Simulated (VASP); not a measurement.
# Si (P2_1/m) in VASP: a series of runs

The runs below take Si through single point, with r2SCAN.

Everything below comes from runs of VASP 6.6.1. Logs are shortened: lines on timing, memory, paths and dates and some standing lists are left out, and cuts for length are marked.

### Step 1. The cell of the first run

It takes space group P2_1/m (No. 11, monoclinic). The conventional cell has a = 3.832 Å, b = 6.342 Å, c = 13.296 Å, α = 90.00°, β = 93.30°, γ = 90.00°. Si (site symmetry 1) has 4 Si at 2.35 to 2.37 Å within 3.1 Å. Within 3.1 Å of Si (site symmetry 1) lie 4 Si at 2.35 to 2.47 Å. Within 3.1 Å of Si (site symmetry 1) lie 4 Si at 2.35 to 2.37 Å. Within 3.1 Å of Si (site symmetry 1) lie 4 Si at 2.35 to 2.37 Å.

### Step 2. Single point, r2SCAN

The input, POSCAR:

```
Si
1.0
    1.9159541803     -3.3185299852      0.0000000000
    0.0000000000      0.0000000000     -6.3418199159
   11.8789159178      5.9733539735      0.0000000000
Si
16
Direct
    0.3333333333      0.9369091216      0.8333333333
   -0.0166666667      0.9369091216      0.0833333333
    0.4333333333      0.9369091216      0.3333333333
   -0.1166666667      0.9369091216      0.5833333333
   -0.1833333333      0.4369091216      0.9166666667
    0.4666666667      0.4369091216      0.1666666667
   -0.0833333333      0.4369091216      0.4166666667
    0.3666666667      0.4369091216      0.6666666667
    0.3333333333      0.5630908784      0.8333333333
   -0.0166666667      0.5630908784      0.0833333333
    0.4333333333      0.5630908784      0.3333333333
   -0.1166666667      0.5630908784      0.5833333333
   -0.1833333333      0.0630908784      0.9166666667
    0.4666666667      0.0630908784      0.1666666667
   -0.0833333333      0.0630908784      0.4166666667
    0.3666666667      0.0630908784      0.6666666667
```

The input, INCAR.step1:

```
PREC = Accurate
ENCUT = 520
ISMEAR = 0
SIGMA = 0.05
LREAL = Auto
LASPH = T
NELM = 60
NBANDS = 46
GGA = PE
ALGO = Normal
EDIFF = 1E-4
LWAVE = T
LCHARG = F
```

The input, INCAR.step2:

```
PREC = Accurate
ENCUT = 520
EDIFF = 1E-6
ISMEAR = 0
SIGMA = 0.05
LREAL = Auto
LASPH = T
NELM = 60
ALGO = Normal
ISIF = 2
LWAVE = F
LCHARG = T
METAGGA = R2SCAN
LMIXTAU = T
LELF = T
LVHAR = T
NBANDS = 46
ISTART = 1
```

The input, KPOINTS:

```
Automatic mesh
0
Gamma
  7 4 2
```

Potentials or basis: VASP PAW PBE potentials, release 64 (Si).

On the command line:

```sh
> cat potpaw_PBE.64/Si/POTCAR > POTCAR
> cp INCAR.step1 INCAR
> mpirun -np 1 vasp_std > vasp.out
> cp INCAR.step2 INCAR
> mpirun -np 1 vasp_std > vasp.out
```

OUTCAR:

```text
PREC = Accurate
   ENCUT = 520
   EDIFF = 1E-6
   ISMEAR = 0
   LREAL = Auto
   LASPH = T
   NELM = 60
   ISIF = 2
   METAGGA = R2SCAN
   ISTART = 1

 ion  position               nearest neighbor table
   1  0.333  0.937  0.833-  16 2.35  13 2.35  13 2.35   9 2.37
   2  0.983  0.937  0.083-  14 2.35  14 2.35  10 2.37  13 2.47
   3  0.433  0.937  0.333-  14 2.35  15 2.35  15 2.35  11 2.37
   4  0.883  0.937  0.583-  15 2.35  16 2.35  16 2.35  12 2.37
   5  0.817  0.437  0.917-   9 2.35   9 2.35  13 2.37  10 2.47
   6  0.467  0.437  0.167-  11 2.35  10 2.35  10 2.35  14 2.37
[... 8 lines left out ...]
  15  0.917  0.063  0.417-   4 2.35   3 2.35   3 2.35   7 2.37
  16  0.367  0.063  0.667-   1 2.35   4 2.35   4 2.35   8 2.37

  LATTYP: Found a simple monoclinic cell.
 ALAT       =     3.8319083606
 B/A-ratio  =     1.6550030218
 C/A-ratio  =     3.4698703146
 COS(beta)  =    -0.0576390418

  Lattice vectors:

 A1 = (   1.9159541803,  -3.3185299852,   0.0000000000)
 A2 = (   0.0000000000,   0.0000000000,   6.3418199159)
 A3 = ( -11.8789159178,  -5.9733539735,   0.0000000000)

Analysis of symmetry for initial positions (statically):
=====================================================================
 Subroutine PRICEL returns:
 Original cell was already a primitive cell.

 Routine SETGRP: Setting up the symmetry group for a
 simple monoclinic supercell.

 Subroutine GETGRP returns: Found  4 space group operations
 (whereof  1 operations were pure point group operations)
 out of a pool of  4 trial point group operations.

The static configuration has the point symmetry C_1 .
 The point group associated with its full space group is C_2h.

Analysis of symmetry for dynamics (positions and initial velocities):
=====================================================================
 Subroutine PRICEL returns:
 Original cell was already a primitive cell.

 Routine SETGRP: Setting up the symmetry group for a
 simple monoclinic supercell.

 Subroutine GETGRP returns: Found  4 space group operations
 (whereof  1 operations were pure point group operations)
 out of a pool of  4 trial point group operations.

The dynamic configuration has the point symmetry C_1 .
 The point group associated with its full space group is C_2h.

 Subroutine INISYM returns: Found  4 space group operations
 (whereof  1 operations are pure point group operations),
 and found     1 'primitive' translations

----------------------------------------------------------------------------------------

                                     Primitive cell

  volume of cell :     322.5780

  direct lattice vectors                    reciprocal lattice vectors
     1.915954180 -3.318529985  0.000000000     0.117434959 -0.233537139  0.000000000
     0.000000000  0.000000000 -6.341819916     0.000000000  0.000000000 -0.157683443
    11.878915918  5.973353974  0.000000000     0.065241644  0.037667281  0.000000000

  length of vectors
     3.831908361  6.341819916 13.296225069     0.261401157  0.157683443  0.075334561

  position of ions in fractional coordinates (direct lattice)
     0.333333333  0.936909122  0.833333333
     0.983333333  0.936909122  0.083333333
     0.433333333  0.936909122  0.333333333
     0.883333333  0.936909122  0.583333333
     0.816666667  0.436909122  0.916666667
     0.466666667  0.436909122  0.166666667
[... 8 lines left out ...]
     0.916666667  0.063090878  0.416666667
     0.366666667  0.063090878  0.666666667

  ion indices of the primitive-cell ions
   primitive index   ion index
                 1           1
                 2           2
                 3           3
                 4           4
                 5           5
                 6           6
[... 8 lines left out ...]
                15          15
                16          16

----------------------------------------------------------------------------------------

 KPOINTS: Automatic mesh

Automatic generation of k-mesh.
 Grid dimensions read from file:
 generate k-points for:    7    4    2

 Generating k-lattice:

  Cartesian coordinates                     Fractional coordinates (reciprocal lattice)
     0.016776423 -0.033362448  0.000000000     0.142857143  0.000000000 -0.000000000
     0.000000000  0.000000000 -0.039420861     0.000000000  0.250000000  0.000000000
     0.032620822  0.018833640  0.000000000     0.000000000  0.000000000  0.500000000

  Length of vectors
     0.037343022  0.039420861  0.037667281

  Shift w.r.t. Gamma in fractional coordinates (k-lattice)
     0.000000000  0.000000000  0.000000000

 Subroutine IBZKPT returns following result:
 ===========================================

 Found     24 irreducible k-points:

 Following reciprocal coordinates:
            Coordinates               Weight
  0.000000  0.000000  0.000000      1.000000
  0.142857  0.000000  0.000000      2.000000
  0.285714  0.000000  0.000000      2.000000
  0.428571  0.000000  0.000000      2.000000
  0.000000  0.250000  0.000000      2.000000
  0.142857  0.250000  0.000000      4.000000
[... 16 lines left out ...]
  0.285714  0.500000  0.500000      2.000000
  0.428571  0.500000  0.500000      2.000000
   k-points           NKPTS =     24   k-points in BZ     NKDIM =     24   number of bands    NBANDS=     46
   number of dos      NEDOS =    301   number of ions     NIONS =     16
   total plane-waves  NPLWV = 134400
   dimension x,y,z NGX =    28 NGY =   48 NGZ =  100
   dimension x,y,z NGXF=    56 NGYF=   96 NGZF=  200
   ions per type =              16
   NGX,Y,Z   is equivalent  to a cutoff of  12.15, 12.58, 12.50 a.u.
   NGXF,Y,Z  is equivalent  to a cutoff of  24.30, 25.17, 25.01 a.u.
 SYSTEM =  unknown system
   PREC   = accura    normal or accurate (medium, high low for compatibility)
   ISTART =      1    job   : 0-new  1-cont  2-samecut
   ICHARG =      0    charge: 1-file 2-atom 10-const
   ISPIN  =      1    spin polarized calculation?
   LNONCOLLINEAR =      F non collinear calculations
   LSORBIT =      F    spin-orbit coupling
   LASPH  =      T    aspherical Exc in radial PAW
   ENCUT  =  520.0 eV  38.22 Ry    6.18 a.u.   7.12 11.79 24.72*2*pi/ulx,y,z
   NELM   =     60;   NELMIN=  2; NELMDL=  0     # of ELM steps
   EDIFF  = 0.1E-05   stopping-criterion for ELM
   LREAL  =      T    real-space projection
   EDIFFG = 0.1E-04   stopping-criterion for IOM
   NSW    =      0    number of steps for IOM
   IBRION =     -1    ionic relax: 0-MD 1-quasi-New 2-CG
   NFREE  =      0    steps in history (QN), initial steepest desc. (CG)
   ISIF   =      2    stress and relaxation
   ISYM   =      2    0-nonsym 1-usesym 2-fastsym
   POTIM  = 0.5000    time-step for ionic-motion
   TEBEG  =    0.0;   TEEND  =   0.0 temperature during run
   PSTRESS=    0.0 pullay stress
   NELECT =      64.0000    total number of electrons
   NUPDOWN=      -1.0000    fix difference up-down
   EMIN   =  10.00;   EMAX   =-10.00  energy-range for DOS
   EFERMI =   0.00;   METHOD = LEGACY
   ISMEAR =     0;   SIGMA  =   0.05  broadening in eV -4-tet -1-fermi 0-gaus
   EFERMI_NEDOS =   21; number of points for ismear=-14 and -15
   IALGO  =     38    algorithm
   IMIX   =      4    mixing-type and parameters
     AMIX     =   0.40;   BMIX     =  1.00
     AMIX_MAG =   1.60;   BMIX_MAG =  1.00
  volume/ion in A,a.u.               =      20.16       136.05
  Fermi-wavevector in a.u.,A,eV,Ry     =   0.954824  1.804355 12.404275  0.911688
  Thomas-Fermi vector in A             =   2.083606
   LORBIT       =      0    0 simple, 1 ext, 2 COOP (PROOUT), +10 PAW based schemes
   METAGGA = R2SCAN    functional components
   LHFCALC =     F    Hartree Fock is set to
   AEXX    =    0.0000 exact exchange contribution
   IVDW    =     0    specifies the selected vdW correction
   LEPSILON=     F    determine dielectric tensor
   LRPA    =     F    only Hartree local field effects (RPA)
 non-spin polarized calculation
 Gauss-broadening in eV      SIGMA  =   0.05
  energy-cutoff  :      520.00
  volume of cell :      322.58
 maximum number of plane-waves:      8713
   NGX = 15   NGY = 23   NGZ = 49

 number of electron      64.0000000 magnetization

 Free energy of the ion-electron system (eV)
  ---------------------------------------------------
  ext. energy  EPLUGINS =         0.00000000
  ---------------------------------------------------
  free energy    TOTEN  =      -139.45602778 eV

  energy without entropy =     -139.45501992  energy(sigma->0) =     -139.45552385

 E-fermi :   6.0742     XC(G=0):  -9.8372

 val. band max:        6.0742385773   @ k =   0.4286   0.0000   0.0000
 cond. band min:       6.2799957410   @ k =   0.4286   0.2500   0.0000
 fundamental gap:      0.2057571637
 Fermi energy:         6.0742416938

 k-point     1 :       0.0000    0.0000    0.0000
  band No.  band energies     occupation
      1      -6.8093      2.00000
      2      -6.0716      2.00000
      3      -6.0456      2.00000
      4      -4.5325      2.00000
      5      -4.4144      2.00000
      6      -3.6612      2.00000
[... 36 lines left out ...]
     43       9.1986      0.00000
     44       9.2322      0.00000

 k-point     2 :       0.1429    0.0000    0.0000
  band No.  band energies     occupation
      1      -6.6206      2.00000
      2      -5.9183      2.00000
      3      -5.8350      2.00000
      4      -4.3436      2.00000
      5      -4.2208      2.00000
      6      -3.4996      2.00000
[... 36 lines left out ...]
     43       9.3562      0.00000
     44       9.3861      0.00000

 k-point     3 :       0.2857    0.0000    0.0000
  band No.  band energies     occupation
      1      -6.0656      2.00000
      2      -5.4330      2.00000
      3      -5.2757      2.00000
      4      -3.7906      2.00000
      5      -3.6490      2.00000
      6      -3.1659      2.00000
[... 36 lines left out ...]
     43       9.8308      0.00000
     44       9.9780      0.00000

 k-point     4 :       0.4286    0.0000    0.0000
  band No.  band energies     occupation
      1      -5.1907      2.00000
      2      -4.7582      2.00000
      3      -4.5484      2.00000
      4      -4.0756      2.00000
      5      -2.9576      2.00000
      6      -2.8089      2.00000
[... 882 lines left out ...]
     43       9.2288      0.00000
     44       9.2288      0.00000

 k-point    23 :       0.2857    0.5000    0.5000
  band No.  band energies     occupation
      1      -5.1113      2.00000
      2      -5.1113      2.00000
      3      -5.0279      2.00000
      4      -5.0279      2.00000
      5      -3.8840      2.00000
      6      -3.8840      2.00000
[... 36 lines left out ...]
     43       9.6095      0.00000
     44       9.6095      0.00000

 k-point    24 :       0.4286    0.5000    0.5000
  band No.  band energies     occupation
      1      -4.3241      2.00000
      2      -4.3241      2.00000
      3      -4.2043      2.00000
      4      -4.2043      2.00000
      5      -3.6401      2.00000
      6      -3.6401      2.00000
[... 36 lines left out ...]
     43       8.7206      0.00000
     44       8.7206      0.00000
 [bands above 44 left out]

------------------------ aborting loop because EDIFF is reached ----------------------------------------

  FORCE on cell =-STRESS in cart. coord.  units (eV):
  Direction    XX          YY          ZZ          XY          YZ          ZX
  --------------------------------------------------------------------------------------
  -------------------------------------------------------------------------------------
  Total       -7.2425423      4.0078674     -1.1196787      3.6250136      0.0000000      0.0000000
  in kB      -35.9721889     19.9062369     -5.5612095     18.0046824      0.0000000      0.0000000
  external PRESSURE =      -7.2090538 kB  Pullay stress =       0.0000000 kB

 VOLUME and BASIS-vectors are now :
 -----------------------------------------------------------------------------
  energy-cutoff  :      520.00
  volume of cell :      322.58
      direct lattice vectors                 reciprocal lattice vectors
     1.915954180 -3.318529985  0.000000000     0.117434959 -0.233537139  0.000000000
     0.000000000  0.000000000 -6.341819916     0.000000000  0.000000000 -0.157683443
    11.878915918  5.973353974  0.000000000     0.065241644  0.037667281  0.000000000

 POSITION                                       TOTAL-FORCE (eV/Angst)
 -----------------------------------------------------------------------------------
     10.53775      3.87162     -5.94171        -0.136976      0.110807      0.010125
      2.87393     -2.76544     -5.94171        -0.880507      0.569592     -0.090702
      4.78989      0.55309     -5.94171        -0.076502      0.182389     -0.005636
      8.62179      0.55309     -5.94171        -0.031479      0.051406     -0.000509
     12.45370      2.76544     -2.77080         0.880507     -0.569592     -0.090702
      2.87393     -0.55309     -2.77080         0.136976     -0.110807      0.010125
[... 8 lines left out ...]
      6.70584     -0.55309     -0.40011         0.031479     -0.051406      0.000509
      8.62179      2.76544     -0.40011         0.076502     -0.182389      0.005636
 -----------------------------------------------------------------------------------
    total drift:                                0.000011     -0.000005      0.000000

  FREE ENERGIE OF THE ION-ELECTRON SYSTEM (eV)
  ---------------------------------------------------
  free  energy   TOTEN  =      -139.4560277761 eV

  energy  without entropy=     -139.4550199212  energy(sigma->0) =     -139.45552385
```

Run time: 15 min. Hardware: 1 thread of Intel Xeon 6975P-C, shared host; peak memory 0.5 GiB.

What came out:

```
Free energy            : -139.4560 eV
Pressure               : -0.7 GPa
Largest force          : 1.053 eV/Å
Band gap on the k mesh : zero (band 32 reaches 6.32 eV, above the bottom of band 33 at 6.07 eV)
```

Forces in eV/Å, atoms in the order of the input:
```
Si  -0.137  0.111  0.010
Si  -0.881  0.570 -0.091
Si  -0.077  0.182 -0.006
Si  -0.031  0.051 -0.001
Si   0.881 -0.570 -0.091
Si   0.137 -0.111  0.010
Si   0.031 -0.051 -0.001
Si   0.077 -0.182 -0.006
Si  -0.137  0.111 -0.010
Si  -0.881  0.570  0.091
Si  -0.077  0.182  0.006
Si  -0.031  0.051  0.001
Si   0.881 -0.570  0.091
Si   0.137 -0.111 -0.010
Si   0.031 -0.051  0.001
Si   0.077 -0.182  0.006
```

Stress tensor (GPa, compression positive):
```
-3.60  1.80  0.00
 1.80  1.99  0.00
 0.00  0.00 -0.56
```

Levels at points of the mesh, in eV from the Fermi level:
```
           k point  band 29  band 30  band 31  band 32  band 33  band 34  band 35  band 36
(0.00, 0.00, 0.00)    -0.95    -0.55    -0.39     0.24     0.58     0.79     1.17     1.17
(0.00, 0.50, 0.00)    -1.37    -1.37    -0.78    -0.78     1.08     1.08     1.53     1.53
(0.00, 0.00, 0.50)    -0.87    -0.76    -0.42    -0.40     0.64     0.78     1.25     1.55
(0.00, 0.50, 0.50)    -1.46    -1.46    -1.39    -1.39     1.16     1.16     1.26     1.26
```

Caveat: the PAW data sets were made with another functional, which shifts forces and pressure a little.

### Step 3. Single point, r2SCAN

The input, POSCAR:

```
Si
1.0
    1.9159541803     -3.3185299852      0.0000000000
    0.0000000000      0.0000000000     -6.3418199159
   12.2621067538      5.3096479765      0.0000000000
Si
16
Direct
    0.1666666667      0.9369091216      0.8333333333
   -0.0333333333      0.9369091216      0.0833333333
    0.3666666667      0.9369091216      0.3333333333
   -0.2333333333      0.9369091216      0.5833333333
   -0.3666666667      0.4369091216      0.9166666667
    0.4333333333      0.4369091216      0.1666666667
   -0.1666666667      0.4369091216      0.4166666667
    0.2333333333      0.4369091216      0.6666666667
    0.1666666667      0.5630908784      0.8333333333
   -0.0333333333      0.5630908784      0.0833333333
    0.3666666667      0.5630908784      0.3333333333
   -0.2333333333      0.5630908784      0.5833333333
   -0.3666666667      0.0630908784      0.9166666667
    0.4333333333      0.0630908784      0.1666666667
   -0.1666666667      0.0630908784      0.4166666667
    0.2333333333      0.0630908784      0.6666666667
```

The input, INCAR.step1:

```
ALGO = Normal
EDIFF = 1E-4
ENCUT = 520
GGA = PE
ISMEAR = 0
LASPH = True
LCHARG = False
LREAL = Auto
LWAVE = True
NBANDS = 46
NELM = 60
PREC = Accurate
SIGMA = 0.05
```

The input, INCAR.step2:

```
ALGO = Normal
EDIFF = 1E-6
ENCUT = 520
ISIF = 2
ISMEAR = 0
ISTART = 1
LASPH = True
LCHARG = False
LMIXTAU = True
LREAL = Auto
LWAVE = False
METAGGA = R2SCAN
NBANDS = 46
NELM = 60
PREC = Accurate
SIGMA = 0.05
```

The input, KPOINTS:

```
k-points
0
Gamma
  7 4 2
```

Potentials or basis: VASP PAW PBE potentials, release 64 (Si).

On the command line:

```sh
> cat potpaw_PBE.64/Si/POTCAR > POTCAR
> cp INCAR.step1 INCAR
> mpirun -np 1 vasp_std > vasp.out
> cp INCAR.step2 INCAR
> mpirun -np 1 vasp_std > vasp.out
```

Wall time 19 min (1 thread of Intel Xeon 6975P-C, shared host); peak memory 0.5 GiB.

The run converged. Its results:

| Property | Result |
| --- | --- |
| Free energy | -137.6663 eV |
| Pressure | -1.3 GPa |
| Largest force | 0.985 eV/Å |
| Band gap on the k mesh | zero (band 32 reaches 6.36 eV, above the bottom of band 33 at 5.44 eV) |

Forces on the atoms (eV/Å):
```
Si  -0.057  0.053  0.024
Si  -0.814  0.540  0.126
Si   0.055  0.191  0.062
Si   0.001  0.033  0.062
Si   0.814 -0.540  0.126
Si   0.057 -0.053  0.024
Si  -0.001 -0.033  0.062
Si  -0.055 -0.191  0.062
Si  -0.057  0.053 -0.024
Si  -0.814  0.540 -0.126
Si   0.055  0.191 -0.062
Si   0.001  0.033 -0.062
Si   0.814 -0.540 -0.126
Si   0.057 -0.053 -0.024
Si  -0.001 -0.033 -0.062
Si  -0.055 -0.191 -0.062
```

Stress tensor (GPa, compression positive):
```
-3.05  2.88  0.00
 2.88  0.89  0.00
 0.00  0.00 -1.82
```

Levels at points of the mesh, in eV from the Fermi level:
```tsv
k point	band 30	band 31	band 32	band 33	band 34	band 35
(0.00, 0.00, 0.00)	-0.33	-0.19	0.46	0.66	0.98	1.43
(0.00, 0.50, 0.00)	-1.18	-0.42	-0.42	1.10	1.10	1.60
(0.00, 0.00, 0.50)	-0.46	-0.25	0.04	0.61	1.19	1.40
(0.00, 0.50, 0.50)	-1.32	-0.93	-0.93	1.37	1.37	1.50
```

Caveat: the PAW data sets were made with another functional, which shifts forces and pressure a little.
